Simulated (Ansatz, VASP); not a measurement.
## C: VASP beside Ansatz

```
C
1.0
     1.19840    0.69190    3.20148
    -1.19840    0.69190    3.20148
     0.00000   -1.38380    3.20148
C
2
Cartesian
  -0.0390 0.0000 1.5999
  0.0390 0.0000 8.0045
```

Change from the starting cell: mode 5 frozen in at -0.040 Å, equal normal strain along x, y and z -0.0250.

Alike in both runs: task single point; functional PBEsol; dispersion D3(BJ); k mesh 15 × 15 × 15; occupations gaussian, width 0.05 eV; no spin polarisation.

|  | VASP | Ansatz |
| --- | --- | --- |
| version | VASP 6.6.1 | Ansatz 0.2.0 |
| potentials or method | VASP PAW PBE potentials, release 64 (C), cutoff 520 eV | scalar-relativistic, plane waves, PAW |
| valence electrons in the cell | 8 | 8 |

```tsv
	VASP	Ansatz	Ansatz less VASP
gap on the k mesh at the Fermi level (eV)	0.11	0.11	+0.001
least direct gap on the mesh (eV)	0.25	0.26	+0.002
pressure (GPa)	30.8	30.1	-0.72
traceless stress, the component that is largest in VASP (GPa)	-29.74	-28.92	+0.820
rms of the force components (eV/Å)	3.009	3.006	-0.0026
```

VASP's potentials were made for PBE, not for PBEsol. Atom by atom the forces differ by 0.003 eV/Å (rms over components). Both programs put the cell under a high pressure, so it lies far from rest at this level.
